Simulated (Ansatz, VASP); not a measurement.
Two plane-wave programs on Si

```
Si
1.0
     7.73507    0.00000    0.00000
    -3.86754    6.69877    0.00000
     0.00000    0.00000   21.93730
Si
16
Direct
  0.16667 0.33333 0.18234
  0.16667 0.83333 0.18234
  0.66667 0.33333 0.18234
  0.66667 0.83333 0.18234
  0.00000 0.00000 0.21832
  0.00000 0.50000 0.21832
  0.50000 0.00000 0.21832
  0.50000 0.50000 0.21832
  0.00000 0.00000 0.33215
  0.00000 0.50000 0.33215
  0.50000 0.00000 0.33215
  0.50000 0.50000 0.33215
  0.33333 0.16667 0.36182
  0.33333 0.66667 0.36182
  0.83333 0.16667 0.36182
  0.83333 0.66667 0.36182
```

Alike in both runs: task single point; functional PBE; k mesh 6 × 6 × 1; occupations gaussian, width 0.05 eV; no spin polarisation.

|  | VASP | Ansatz |
| --- | --- | --- |
| version | VASP 6.6.1 | Ansatz 0.2.0 |
| potentials or method | VASP PAW PBE potentials, release 64 (Si), cutoff 520 eV | scalar-relativistic, plane waves, PAW |
| valence electrons in the cell | 64 | 64 |

|  | VASP | Ansatz | Ansatz less VASP |
| --- | --- | --- | --- |
| gap on the k mesh at the Fermi level (eV) | none | none | - |
| rms of the force components (eV/Å) | 0.253 | 0.251 | -0.0015 |
| work function, face that differs most (eV) | 4.71 | 4.70 | -0.003 |

Atom by atom the forces differ by 0.003 eV/Å (rms over components). A gap of «none» marks a metal or a gap that the smearing closes.
